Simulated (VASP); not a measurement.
Write the native input for VASP 6.6.1 that does the following.

```
Task                   : single point
Functional             : PBE
Potentials or basis    : VASP PAW PBE potentials, release 64 (Ba_sv, Ti_sv, O, F)
Cutoff                 : 520 eV
k mesh                 : 1 × 1 × 1
Occupations            : fermi-dirac, width 0.01 eV
Spin                   : collinear spin
Fixed moment           : 1 μB
Dipole correction      : no
Further INCAR settings : LREAL = Auto; ALGO = Normal; EDIFF = 1e-06; NBANDS = 194
```

The structure of Ba8Ti8O24F (a cell with a defect) lies in POSCAR:

```
Ba8Ti8O24F
1.0
    7.9691230600      0.0000000000      0.0000000000
    0.0000000000      7.9691230600      0.0000000000
    0.0000000000      0.0000000000      8.4107998800
Ba Ti O F
8 8 24 1
Direct
    0.2401330718      0.2392258202      0.3257999286
    0.2569513590      0.2174460084      0.7794794899
    0.2477744396      0.7368202192      0.3130633278
    0.2592767089      0.7527325096      0.7827839318
    0.7481609903      0.2443285146      0.2958365477
    0.7396793795      0.2346811545      0.7954766604
    0.7412762930      0.7222474740      0.2847523463
    0.7390513304      0.7397020921      0.8142031790
   -0.0001512086     -0.0240164443      0.0597359356
   -0.0063321898     -0.0338560464      0.5575109463
    0.0346872545      0.5020664093      0.0452906983
    0.0004827382      0.4843985933      0.5717299268
    0.4979928118     -0.0064477609      0.0732838742
    0.5184020838     -0.0282053619      0.5439399421
    0.4896532492      0.4672413730      0.0582577171
    0.5071824051      0.4778494411      0.5647630508
    0.2422547607      0.3707003867      0.0496087181
    0.2433290320     -0.0074892808      0.0190792793
    0.0047749294      0.0101303493      0.2687812137
   -0.0168899387      0.2554189444      0.5392263595
    0.2265019609     -0.0088456408      0.5344091007
   -0.0186433311     -0.0258527818      0.7691841552
   -0.0256540147      0.7467979796      0.0464939133
    0.2579567393      0.6102807001      0.0386022738
   -0.0077706166      0.4749350677      0.2505064952
   -0.0187917791      0.7386200408      0.5097373688
    0.2313501732      0.4990598050      0.5362354430
   -0.0165659382      0.5131478042      0.7838671820
    0.5079476085      0.2281904780      0.0154464500
    0.7585623857      0.0204752767      0.0389286399
    0.4817383257     -0.0004593981      0.2866754690
    0.4887306885      0.2480025701      0.5324956085
    0.7442384758     -0.0027324211      0.5105092335
    0.5032711843     -0.0126859630      0.7546832751
    0.5230850331      0.7715052150      0.0321304756
    0.7250126465      0.4816496083      0.0316646459
    0.4857480517      0.4851903994      0.2707211005
    0.4883784540      0.7417955471      0.5243504854
    0.7352662214      0.4980406213      0.5269716392
    0.4852886536      0.4946347258      0.7777838129
   -0.0026720631      0.2543240937     -0.0337463742
```

The input as run:

INCAR

```
SYSTEM = Ba8Ti8O24F
ALGO     = Normal         ! electronic algorithm
EDIFF    = 1E-6           ! SCF threshold, eV
ENCUT    = 520            ! plane-wave cutoff, eV
GGA      = PE             ! functional
GGA_COMPAT= .False.      
ISIF     = 2              ! what is computed and relaxed
ISMEAR   = -1             ! smearing method
ISPIN    = 2              ! spin polarisation
LASPH    = .True.         ! aspherical terms in the spheres
LCHARG   = .True.         ! write CHGCAR
LELF     = .True.         ! ELF
LMAXMIX  = 4              ! l up to which the mixer works
LORBIT   = 11             ! projections on sites
LREAL    = Auto         
LVHAR    = .True.       
LWAVE    = .False.        ! write WAVECAR
MAGMOM   = 0.024 0.024 0.024 0.024 0.024 0.024 0.024 0.024 0.024 0.024 0.024 0.024 0.024 0.024 0.024 0.024 0.024 0.024 0.024 0.024 0.024 0.024 0.024 0.024 0.024 0.024 0.024 0.024 0.024 0.024 0.024 0.024 0.024 0.024 0.024 0.024 0.024 0.024 0.024 0.024 0.024 ! initial moments
NBANDS   = 194            ! bands
NELM     = 200            ! most SCF steps
NUPDOWN  = 1.0            ! fixed moment
PREC     = Accurate       ! precision mode
SIGMA    = 0.01           ! smearing width, eV
```

KPOINTS

```
k-points
0
Gamma
  1 1 1
  0 0 0
```

Potentials or basis: VASP PAW PBE potentials, release 64 (Ba_sv, Ti_sv, O, F).

Launch:

```bash
$ cat potpaw_PBE.64/Ba_sv/POTCAR potpaw_PBE.64/Ti_sv/POTCAR potpaw_PBE.64/O/POTCAR potpaw_PBE.64/F/POTCAR > POTCAR
$ mpirun -np 1 vasp_gam > vasp.out
```

Results of the run:

```yaml
Pressure: 9.3 GPa
Largest_force: 1.348 eV/Å
Net_moment: 1.00 μB per cell
Site_moments: Ba +0.00, +0.01, -0.00 (each value once); Ti -0.00, +0.00, +0.01 (each value once); O +0.41, +0.02, -0.00, +0.00, +0.38, +0.01 (each value once); F +0.01 μB
Valence_electrons_inside_the_program's_atomic_spheres: Ba 8.05, 8.01, 8.03, 7.97, 8.00 (each value once); Ti 10.38, 10.40, 10.31, 10.39, 10.42, 10.30 (each value once); O 4.99, 5.01, 5.04, 5.02, 5.06, 5.03, 5.05, 5.00 (each value once); F 6.13
```

Caveat: the k points lie up to 0.79 Å⁻¹ apart; the total moment is fixed, so each spin has its own Fermi level and the state may be an excited one.

It took 7 min on 1 thread of Intel(R) Xeon(R) Platinum 8375C CPU @ 2.90GHz (Ice Lake), with other jobs on the host, peak memory 0.73 GiB.
